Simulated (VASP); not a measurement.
# Cu (Fm-3m) in VASP: single point with PBEsol

Aim: the single point of Cu with PBEsol.

All numbers are computed with VASP 6.6.1; they aren't measurements. Logs are shortened: lines on timing, memory, paths and dates and some standing lists are left out, and cuts for length are marked.

### Step 1. The cell of the first run

The structure is cubic, space group Fm-3m (No. 225). The conventional cell has a = 3.563 Å, b = 3.563 Å, c = 3.563 Å, α = 90.00°, β = 90.00°, γ = 90.00°. Within 3.3 Å of Cu (site symmetry m-3m) lie 12 Cu at 2.52 Å.

### Step 2. Single point, PBEsol

The input, INCAR:

```
PREC = Accurate
ENCUT = 520
EDIFF = 1E-6
ISMEAR = -1
SIGMA = 0.1
LREAL = False
LASPH = True
NELM = 80
ALGO = Normal
ISIF = 2
LWAVE = False
LCHARG = False
GGA = PS
NBANDS = 24
```

The input, KPOINTS:

```
regular mesh
0
Gamma
  18 18 7
```

The input, POSCAR:

```
Cu
1.0
    0.0000000000      1.7816256478     -1.7816256478
   -1.7816256478      0.0000000000      1.7816256478
    3.5632512955      3.5632512955      3.5632512955
Cu
3
Direct
    0.0000000000      0.0000000000      0.0000000000
    0.3333333330      0.6666666670      0.3333333330
    0.6666666670      0.3333333330      0.6666666670
```

Potentials or basis: VASP PAW PBE potentials, release 64 (Cu).

The run is started by

```
> cat potpaw_PBE.64/Cu/POTCAR > POTCAR
> mpirun -np 1 vasp_std > vasp.out
```

OUTCAR:

```text
PREC = Accurate
   ENCUT = 520
   EDIFF = 1E-6
   ISMEAR = -1
   LREAL = False
   LASPH = True
   NELM = 80
   ISIF = 2
   GGA = PS

 ion  position               nearest neighbor table
   1  0.000  0.000  0.000-   2 2.52   3 2.52   3 2.52   2 2.52   3 2.52   2 2.52
   2  0.333  0.667  0.333-   1 2.52   1 2.52   1 2.52   3 2.52   3 2.52   3 2.52
   3  0.667  0.333  0.667-   1 2.52   1 2.52   1 2.52   2 2.52   2 2.52   2 2.52

  LATTYP: Found a hexagonal cell.
 ALAT       =     2.5195991542
 C/A-ratio  =     2.4494897427

  Lattice vectors:

 A1 = (   0.0000000000,   1.7816256478,  -1.7816256478)
 A2 = (  -1.7816256478,   0.0000000000,   1.7816256478)
 A3 = (   3.5632512955,   3.5632512955,   3.5632512955)

Analysis of symmetry for initial positions (statically):
=====================================================================
 Subroutine PRICEL returns following result:

  LATTYP: Found a face centered cubic cell.
 ALAT       =     3.5632512920

  Lattice vectors:

 A1 = (   1.7816256460,   1.7816256460,  -0.0000000000)
 A2 = (  -0.0000000018,   1.7816256460,   1.7816256478)
 A3 = (   1.7816256513,   0.0000000035,   1.7816256478)

   3 primitive cells build up your supercell.

 Routine SETGRP: Setting up the symmetry group for a
 hexagonal supercell.

 Subroutine GETGRP returns: Found 12 space group operations
 (whereof 12 operations were pure point group operations)
 out of a pool of 24 trial point group operations.

The static configuration has the point symmetry D_3d.

Analysis of symmetry for dynamics (positions and initial velocities):
=====================================================================
 Subroutine PRICEL returns following result:

  LATTYP: Found a face centered cubic cell.
 ALAT       =     3.5632512920

  Lattice vectors:

 A1 = (   1.7816256460,   1.7816256460,  -0.0000000000)
 A2 = (  -0.0000000018,   1.7816256460,   1.7816256478)
 A3 = (   1.7816256513,   0.0000000035,   1.7816256478)

   3 primitive cells build up your supercell.

 Routine SETGRP: Setting up the symmetry group for a
 hexagonal supercell.

 Subroutine GETGRP returns: Found 12 space group operations
 (whereof 12 operations were pure point group operations)
 out of a pool of 24 trial point group operations.

The dynamic configuration has the point symmetry D_3d.

 Subroutine INISYM returns: Found 12 space group operations
 (whereof 12 operations are pure point group operations),
 and found     3 'primitive' translations

----------------------------------------------------------------------------------------

                                     Primitive cell

  volume of cell :      11.3104

  direct lattice vectors                    reciprocal lattice vectors
     1.781625646  1.781625646 -0.000000000     0.280642569  0.280642571 -0.280642570
    -0.000000002  1.781625646  1.781625648    -0.280642570  0.280642570  0.280642570
     1.781625651  0.000000004  1.781625648     0.280642570 -0.280642570  0.280642570

  length of vectors
     2.519599152  2.519599153  2.519599157     0.486087190  0.486087189  0.486087189

  position of ions in fractional coordinates (direct lattice)
     0.000000000  0.000000000  0.000000000

  ion indices of the primitive-cell ions
   primitive index   ion index
                 1           1

----------------------------------------------------------------------------------------

 KPOINTS: regular mesh

Automatic generation of k-mesh.
 Grid dimensions read from file:
 generate k-points for:   18   18    7

 Generating k-lattice:

  Cartesian coordinates                     Fractional coordinates (reciprocal lattice)
    -0.010394169  0.020788338 -0.010394169     0.055555556  0.000000000  0.000000000
    -0.020788338  0.010394169  0.010394169     0.000000000  0.055555556  0.000000000
     0.013363932  0.013363932  0.013363932     0.000000000  0.000000000  0.142857143

  Length of vectors
     0.025460411  0.025460411  0.023147009

  Shift w.r.t. Gamma in fractional coordinates (k-lattice)
     0.000000000  0.000000000  0.000000000

 Subroutine IBZKPT returns following result:
 ===========================================

 Found    229 irreducible k-points:

 Following reciprocal coordinates:
            Coordinates               Weight
  0.000000  0.000000  0.000000      1.000000
  0.055556  0.000000  0.000000      6.000000
  0.111111  0.000000  0.000000      6.000000
  0.166667  0.000000  0.000000      6.000000
  0.222222  0.000000  0.000000      6.000000
  0.277778  0.000000  0.000000      6.000000
[... 16 lines left out ...]
  0.333333  0.111111  0.000000     12.000000
  0.388889  0.111111  0.000000     12.000000
 [... further k-points ...]
   k-points           NKPTS =    229   k-points in BZ     NKDIM =    229   number of bands    NBANDS=     24
   number of dos      NEDOS =    301   number of ions     NIONS =      3
   total plane-waves  NPLWV =  19200
   dimension x,y,z NGX =    20 NGY =   20 NGZ =   48
   dimension x,y,z NGXF=    40 NGYF=   40 NGZF=   96
   ions per type =               3
   NGX,Y,Z   is equivalent  to a cutoff of  13.20, 13.20, 12.93 a.u.
   NGXF,Y,Z  is equivalent  to a cutoff of  26.39, 26.39, 25.86 a.u.
 SYSTEM =  unknown system
   PREC   = accura    normal or accurate (medium, high low for compatibility)
   ISTART =      0    job   : 0-new  1-cont  2-samecut
   ICHARG =      2    charge: 1-file 2-atom 10-const
   ISPIN  =      1    spin polarized calculation?
   LNONCOLLINEAR =      F non collinear calculations
   LSORBIT =      F    spin-orbit coupling
   LASPH  =      T    aspherical Exc in radial PAW
   ENCUT  =  520.0 eV  38.22 Ry    6.18 a.u.   4.68  4.68 11.48*2*pi/ulx,y,z
   NELM   =     80;   NELMIN=  2; NELMDL= -5     # of ELM steps
   EDIFF  = 0.1E-05   stopping-criterion for ELM
   LREAL  =      F    real-space projection
   EDIFFG = 0.1E-04   stopping-criterion for IOM
   NSW    =      0    number of steps for IOM
   IBRION =     -1    ionic relax: 0-MD 1-quasi-New 2-CG
   NFREE  =      0    steps in history (QN), initial steepest desc. (CG)
   ISIF   =      2    stress and relaxation
   ISYM   =      2    0-nonsym 1-usesym 2-fastsym
   POTIM  = 0.5000    time-step for ionic-motion
   TEBEG  =    0.0;   TEEND  =   0.0 temperature during run
   PSTRESS=    0.0 pullay stress
   NELECT =      33.0000    total number of electrons
   NUPDOWN=      -1.0000    fix difference up-down
   EMIN   =  10.00;   EMAX   =-10.00  energy-range for DOS
   EFERMI =   0.00;   METHOD = LEGACY
   ISMEAR =    -1;   SIGMA  =   0.10  broadening in eV -4-tet -1-fermi 0-gaus
   EFERMI_NEDOS =   21; number of points for ismear=-14 and -15
   IALGO  =     38    algorithm
   IMIX   =      4    mixing-type and parameters
     AMIX     =   0.40;   BMIX     =  1.00
     AMIX_MAG =   1.60;   BMIX_MAG =  1.00
  volume/ion in A,a.u.               =      11.31        76.33
  Fermi-wavevector in a.u.,A,eV,Ry     =   1.621982  3.065101 35.794540  2.630824
  Thomas-Fermi vector in A             =   2.715669
   LORBIT       =      0    0 simple, 1 ext, 2 COOP (PROOUT), +10 PAW based schemes
   GGA     = PS    functional components
   LHFCALC =     F    Hartree Fock is set to
   AEXX    =    0.0000 exact exchange contribution
   IVDW    =     0    specifies the selected vdW correction
   LEPSILON=     F    determine dielectric tensor
   LRPA    =     F    only Hartree local field effects (RPA)
 non-spin polarized calculation
  energy-cutoff  :      520.00
  volume of cell :       33.93
 maximum number of plane-waves:       927
 NGX is ok and might be reduce to    20
   NGX =  9   NGY =  9   NGZ = 23

 number of electron      32.9999981 magnetization

 Free energy of the ion-electron system (eV)
  ---------------------------------------------------
  ext. energy  EPLUGINS =         0.00000000
  ---------------------------------------------------
  free energy    TOTEN  =       -12.94054562 eV

  energy without entropy =      -12.91152636  energy(sigma->0) =      -12.92603599

 E-fermi :   7.9405     XC(G=0): -13.1625

 val. band max:        7.9341184281   @ k =   0.4444   0.0556   0.0000
 cond. band min:       7.9680616241   @ k =   0.4444   0.1111   0.4286
 fundamental gap:      0.0339431959
 Fermi energy:         7.9405095290

 k-point     1 :       0.0000    0.0000    0.0000
  band No.  band energies     occupation
      1      -1.7776      2.00000
      2       1.6775      2.00000
      3       1.6775      2.00000
      4       4.7572      2.00000
      5       4.7572      2.00000
      6       4.7820      2.00000
[... 16 lines left out ...]
     23      30.8854      0.00000
     24      30.9173      0.00000

 k-point     2 :       0.0556    0.0000    0.0000
  band No.  band energies     occupation
      1      -1.6744      2.00000
      2       1.7590      2.00000
      3       1.7602      2.00000
      4       4.6572      2.00000
      5       4.6720      2.00000
      6       4.7575      2.00000
[... 16 lines left out ...]
     23      29.3905      0.00000
     24      30.4127      0.00000

 k-point     3 :       0.1111    0.0000    0.0000
  band No.  band energies     occupation
      1      -1.3677      2.00000
      2       1.9899      2.00000
      3       2.0008      2.00000
      4       4.4212      2.00000
      5       4.5031      2.00000
      6       4.6854      2.00000
[... 16 lines left out ...]
     23      28.1486      0.00000
     24      28.5564      0.00000

 k-point     4 :       0.1667    0.0000    0.0000
  band No.  band energies     occupation
      1      -0.8676      2.00000
      2       2.3233      2.00000
      3       2.3708      2.00000
      4       4.1529      2.00000
      5       4.3418      2.00000
      6       4.5807      2.00000
[... 16 lines left out ...]
     23      26.0703      0.00000
     24      26.0977      0.00000

 k-point     5 :       0.2222    0.0000    0.0000
  band No.  band energies     occupation
      1      -0.1948      2.00000
      2       2.6575      2.00000
      3       2.8046      2.00000
      4       3.9061      2.00000
      5       4.2425      2.00000
      6       4.4655      2.00000
[... 16 lines left out ...]
     23      23.6831      0.00000
     24      24.7565      0.00000

 k-point     6 :       0.2778    0.0000    0.0000
  band No.  band energies     occupation
      1       0.6110      2.00000
      2       2.8570      2.00000
      3       3.1701      2.00000
      4       3.6983      2.00000
      5       4.2725      2.00000
      6       4.3696      2.00000
[... 16 lines left out ...]
     23      21.3591      0.00000
     24      23.5931      0.00000
[... 379 lines left out ...]
 k-point    21 :       0.2222    0.1111   -0.0000
  band No.  band energies     occupation
      1       0.8786      2.00000
      2       3.0369      2.00000
      3       3.2720      2.00000
      4       3.7663      2.00000
      5       4.1049      2.00000
      6       4.3273      2.00000
[... 16 lines left out ...]
     23      21.3369      0.00000
     24      21.6736      0.00000

 k-point    22 :       0.2778    0.1111   -0.0000
  band No.  band energies     occupation
      1       1.7185      2.00000
      2       3.0546      2.00000
      3       3.4338      2.00000
      4       3.6092      2.00000
      5       4.1406      2.00000
      6       4.2869      2.00000
[... 16 lines left out ...]
     23      20.2484      0.00000
     24      20.2750      0.00000

 k-point    23 :       0.3333    0.1111    0.0000
  band No.  band energies     occupation
      1       2.4636      2.00000
      2       3.0066      2.00000
      3       3.4384      2.00000
      4       3.4835      2.00000
      5       4.1299      2.00000
      6       4.3314      2.00000
[... 16 lines left out ...]
     23      20.7235      0.00000
     24      21.4278      0.00000

 k-point    24 :       0.3889    0.1111    0.0000
  band No.  band energies     occupation
      1       2.9597      2.00000
      2       2.9602      2.00000
      3       3.3602      2.00000
      4       3.4019      2.00000
      5       4.1751      2.00000
      6       4.3720      2.00000
[... 16 lines left out ...]
     23      21.4356      0.00000
     24      22.6833      0.00000

 [... further k-points ...]

------------------------ aborting loop because EDIFF is reached ----------------------------------------

  FORCE on cell =-STRESS in cart. coord.  units (eV):
  Direction    XX          YY          ZZ          XY          YZ          ZX
  --------------------------------------------------------------------------------------
  -------------------------------------------------------------------------------------
  Total        0.1746418      0.1746418      0.1746418     -0.0204100     -0.0204100     -0.0204100
  in kB        8.2462803      8.2462803      8.2462803     -0.9637256     -0.9637256     -0.9637256
  external PRESSURE =       8.2462803 kB  Pullay stress =       0.0000000 kB

 VOLUME and BASIS-vectors are now :
 -----------------------------------------------------------------------------
  energy-cutoff  :      520.00
  volume of cell :       33.93
      direct lattice vectors                 reciprocal lattice vectors
     0.000000000  1.781625648 -1.781625648    -0.187095046  0.374190093 -0.187095046
    -1.781625648  0.000000000  1.781625648    -0.374190093  0.187095046  0.187095046
     3.563251296  3.563251296  3.563251296     0.093547523  0.093547523  0.093547523

 POSITION                                       TOTAL-FORCE (eV/Angst)
 -----------------------------------------------------------------------------------
      0.00000      0.00000      0.00000         0.000000      0.000000      0.000000
     -0.00000      1.78163      1.78163        -0.000000     -0.000000     -0.000000
      1.78163      3.56325      1.78163        -0.000000     -0.000000     -0.000000
 -----------------------------------------------------------------------------------
    total drift:                                0.000000     -0.000000      0.000000

  FREE ENERGIE OF THE ION-ELECTRON SYSTEM (eV)
  ---------------------------------------------------
  free  energy   TOTEN  =       -12.9405456199 eV

  energy  without entropy=      -12.9115263557  energy(sigma->0) =      -12.92603599
```

Wall time 61 s (1 thread of AMD EPYC 9R45 (Zen 5), shared host); peak memory 0.23 GiB.

Results:

- Free energy: -12.9405 eV
- Pressure: 0.8 GPa
- Band gap on the k mesh: zero (an odd number of electrons rules out a gap without spin polarisation)

Caveat: the PAW data sets were made with another functional, which shifts forces and pressure a little.

The gap in the log of VASP goes by the Fermi energy; the results here count the filled bands.